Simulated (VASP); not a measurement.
Here is a VASP 6.6.1 calculation.

The input INCAR:

```
ALGO = Normal
EDIFF = 1E-6
ENCUT = 520
GGA = PE
ISIF = 2
ISMEAR = -1
ISPIN = 2
LASPH = True
LCHARG = False
LORBIT = 11
LREAL = Auto
LWAVE = False
MAGMOM = 0 0 0 0 0 0 0 0 0 0 0 0 0 0 0 0 0 0 0 0 0 0 0.37
NBANDS = 82
NELECT = 119.0
NELM = 150
PREC = Accurate
SIGMA = 0.05
```

KPOINTS

```
k-points
0
Gamma
  2 2 2
```

File POSCAR:

```
Si8NO14
1.0
   -4.1773000000     -4.1773000000      0.0000000000
    4.1773000000     -4.1773000000      0.0000000000
    0.0000000000      0.0000000000      5.3310000000
Si O N
8 14 1
Direct
    0.4996700022      0.4996685658      0.0345224161
   -0.0003339478      0.4974215402      0.2493404615
    0.4996634190      0.4996710794      0.4641556931
   -0.0003340675      0.4984766476      0.7493408366
   -0.0003327508     -0.0023024442     -0.0024578878
    0.4996661719     -0.0012643334      0.2493385856
   -0.0003333493     -0.0023032820      0.5011382480
    0.4996674886      0.0196390013      0.7493385856
    0.1955304862      0.5005030761      0.0035250422
   -0.0003350250      0.1900987480      0.2493406490
    0.8038005410      0.5005058291      0.0035257925
   -0.0003305963      0.8058928016      0.2493397111
    0.1955294089      0.5005043928      0.4951553180
   -0.0003367007      0.1940565676      0.7493397111
    0.8037995835      0.5005084624      0.4951555055
   -0.0003320327      0.8024676226      0.7493408366
    0.6883958538     -0.0029760850     -0.0104014256
    0.4996621023      0.7024600819      0.2493376477
    0.3109375673     -0.0029675867     -0.0104025511
    0.4996662916      0.2956677758      0.2493402739
    0.6883959735     -0.0029740502      0.5090789721
    0.3109375673     -0.0029733321      0.5090804727
    0.4996629402      0.4425406363      0.7493387732
```

Potentials or basis: VASP PAW PBE potentials, release 64 (Si, O, N).

Command:

```sh
$ cat potpaw_PBE.64/Si/POTCAR potpaw_PBE.64/O/POTCAR potpaw_PBE.64/N/POTCAR > POTCAR
$ mpirun -np 1 vasp_std > vasp.out
```

**Question.** Estimate the largest force.

**Answer.** 3.380 eV/Å.

**Question.** Predict the net moment.

**Answer.** 0.00 μB per cell.

Forces on the atoms (eV/Å):
```
Si   0.099 -0.100 -0.251
Si   0.015 -0.015  0.000
Si   0.099 -0.100  0.251
Si   0.061 -0.061  0.000
Si   0.024 -0.024 -0.008
Si   0.075 -0.074  0.000
Si   0.024 -0.024  0.008
Si   1.022 -1.020  0.000
O    0.111 -0.190 -0.038
O    0.078 -0.078  0.000
O    0.191 -0.111 -0.039
O    0.004 -0.006  0.000
O    0.111 -0.190  0.038
O    0.075 -0.077  0.000
O    0.191 -0.111  0.039
O    0.026 -0.024  0.000
O   -0.033 -0.032  0.030
O    0.087 -0.089  0.000
O    0.032  0.033  0.029
O    0.098 -0.099  0.000
O   -0.033 -0.032 -0.030
O    0.032  0.033 -0.029
N   -2.390  2.390  0.000
```

Caveat: the k points lie up to 0.59 Å⁻¹ apart; the cell carries a net charge on a neutralising background, which shifts energy and pressure.
